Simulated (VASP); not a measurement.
Here is a VASP 6.6.1 calculation.

The input INCAR:

```
  ALGO = Normal
  EDIFF = 1E-6
  ENCUT = 520
  GGA = PS
  ISIF = 2
  ISMEAR = -5
  LASPH = True
  LCHARG = True
  LELF = True
  LREAL = False
  LVHAR = True
  LWAVE = False
  NBANDS = 12
  NELM = 100
  PREC = Accurate
  SIGMA = 0.05
```

KPOINTS

```
k-points
0
Gamma
  10 10 10
```

POSCAR

```
Sc
1.0
    0.0000000000      2.2749673236      2.2749673236
    2.2749673236      0.0000000000      2.2749673236
    2.2749673236      2.2749673236      0.0000000000
Sc
1
Direct
    0.0000000000      0.0000000000      0.0000000000
```

Potentials or basis: VASP PAW PBE potentials, release 64 (Sc_sv).

Run with:

```bash
$ cat potpaw_PBE.64/Sc_sv/POTCAR > POTCAR
$ mpirun -np 1 vasp_std > vasp.out
```

Problem. Predict the pressure.

Solution. 0.0 GPa.

Caveat: the PAW data sets were made with another functional, which shifts forces and pressure a little; tetrahedron occupations give inexact forces and stress in metals.
